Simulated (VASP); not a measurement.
The system is AuS2.

```
S Au
1.0
     5.68502    0.00000    0.00000
     0.00000    5.85812    0.00000
     0.00000    0.00000    3.82645
S Au
4 2
Direct
  0.22500 0.82500 0.50000
  0.72500 0.67500 0.00000
  0.77500 0.17500 0.50000
  0.27500 0.32500 0.00000
  0.50000 0.50000 0.50000
  0.00000 0.00000 0.00000
```

- Program: VASP 6.6.1
- Task: relaxation of cell and atoms
- Functional: PBE
- Potentials or basis: VASP PAW PBE potentials, release 64 (S, Au)
- Cutoff: 600 eV
- k mesh: 4 × 4 × 4
- Occupations: gaussian, width 0.1 eV
- Spin: no spin polarisation

At the start: pressure -1.6 GPa; volume 21.24 Å³/atom.

Task: Where does the relaxation end?

Result: Over 85 steps the energy falls by 357.3 meV/atom and the volume is 23.80 Å³/atom (+12.0 %); space group Pnnm (No. 58, to 0.1 Å) before and after.

Step by step:
```
step  energy change (eV)  largest force (eV/Å)  pressure (GPa)  volume (Å³)
   1              0.0000                0.6314           -1.57       127.43
   4             -0.1471                0.3563            2.10       123.23
   7             -0.3268                0.3000            2.03       128.52
  10             -0.4151                0.1513           -0.63       134.31
  13             -0.5333                0.2551            1.54       140.45
  16             -0.5345                0.3484            3.03       143.69
  19             -0.5538                0.2887            2.01       147.48
  22             -0.6584                0.4877           -1.26       151.20
  25             -0.7861                0.4778            1.12       146.02
  28             -0.8619                0.3659           -1.23       147.64
  31             -0.9509                0.5642            0.13       144.01
  34             -1.1770                0.3349            2.33       141.81
  37             -1.2173                0.0805            0.07       145.65
  40             -1.2281                0.1914           -0.52       148.65
  43             -1.2399                0.0838            0.01       150.28
  46             -1.2614                0.3036           -0.17       151.31
  49             -1.7373                0.9821           -1.95       158.44
  52             -1.7548                1.1068           -1.99       158.05
  55             -1.7561                1.1411           -1.97       157.87
  58             -1.7587                1.1135           -1.98       157.97
  61             -1.7793                1.0907           -1.79       157.54
  64             -1.9054                0.8198           -0.13       154.12
  67             -1.9777                0.5181            1.37       151.51
  70             -2.0575                0.5667           -0.26       154.23
  73             -2.1062                0.1534           -0.26       152.41
  76             -2.1239                0.1400            0.07       149.98
  79             -2.1302                0.0495           -0.54       149.01
  82             -2.1405                0.0288            0.13       144.31
  85             -2.1435                0.0399           -0.15       142.77
```

Final structure:
```
S Au
1.0
     4.76644    0.00000    0.00000
     0.00000    7.94474    0.00000
     0.00000    0.00000    3.77031
S Au
4 2
Direct
  0.32113 0.92858 0.50000
  0.82113 0.57142 0.00000
  0.67887 0.07142 0.50000
  0.17887 0.42858 0.00000
  0.50000 0.50000 0.50000
  0.00000 0.00000 0.00000
```

Caveat: the k points lie up to 0.42 Å⁻¹ apart in the final cell, too coarse for converged energies and pressures of a metal; a cell axis changed by over 15 % at a fixed basis, so the end point is rough.
